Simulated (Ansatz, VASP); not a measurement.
# One calculation of AlN, two programs

The input INCAR:

```
SYSTEM = AlN
  AGGAC = 1.0
  AGGAX = 1.0
  ALDAC = 0.0
  ALDAX = 1.0
  ALGO = Normal
  EDIFF = 1E-7
  EDIFFG = -0.01
  ENCUT = 600
  GGA = B5
  IBRION = 2
  ISIF = 3
  ISMEAR = -1
  LASPH = .True.
  LCHARG = .False.
  LREAL = .False.
  LWAVE = .False.
  NELM = 100
  NSW = 60
  PREC = Accurate
  SIGMA = 0.05
```

File KPOINTS:

```
k-points
0
Gamma
  11 11 11
  0 0 0
```

File POSCAR:

```
AlN
1.0
    0.0000000000      2.0345180000      2.0345180000
    2.0345180000      0.0000000000      2.0345180000
    2.0345180000      2.0345180000      0.0000000000
Al N
1 1
Direct
    0.5000000000      0.5000000000      0.5000000000
    0.0000000000      0.0000000000      0.0000000000
```

The input input.yaml:

```yaml
crystal:
  lattice:
    - [0.0, 2.034518, 2.034518]
    - [2.034518, 0.0, 2.034518]
    - [2.034518, 2.034518, 0.0]
  atoms:
    - { symbol: Al, position: [0.5, 0.5, 0.5] }
    - { symbol: "N", position: [0.0, 0.0, 0.0] }
hamiltonian:
  xc: blyp
  pseudopotentials: { kind: paw }
kpoints:
  mp_grid: { grid: [11, 11, 11] }
scf:
  occupations: { method: fermi_dirac, width: 0.05 }
output:
  forces: true
  stress: true
  eigenvalues: true
relax:
  f_tol: 0.01
  max_steps: 40
  cell: { stress_tol: 0.05 }
```

Alike in both runs: task relaxation of cell and atoms; functional BLYP; k mesh 11 × 11 × 11; occupations fermi-dirac, width 0.05 eV; no spin polarisation.

```csv
,VASP,Ansatz
version,VASP 6.6.1,Ansatz 0.2.0
potentials or method,"VASP PAW PBE potentials, release 64 (Al, N)",Ansatz PAW
plane-wave cutoff (eV),600,420
valence electrons in the cell,8,8
```

|  | VASP | Ansatz | Ansatz less VASP |
| --- | --- | --- | --- |
| gap on the k mesh at the Fermi level, each at its own relaxed structure (eV) | 4.47 | 4.49 | +0.018 |
| relaxed volume (Å³/atom) | 8.58 | 8.57 | -0.007 |
| relaxed cell length with the largest relative difference (Å) | 2.895 | 2.894 | -0.0008 |

VASP's potentials were made for PBE, not for BLYP.

Noted on Ansatz's run: odd divisions of the mesh miss points on the zone boundary, where band edges often lie, so the gap on the mesh can be too wide; the plane-wave basis is chosen anew once the cell has moved, so the energies of steps on either side of that aren't comparable.
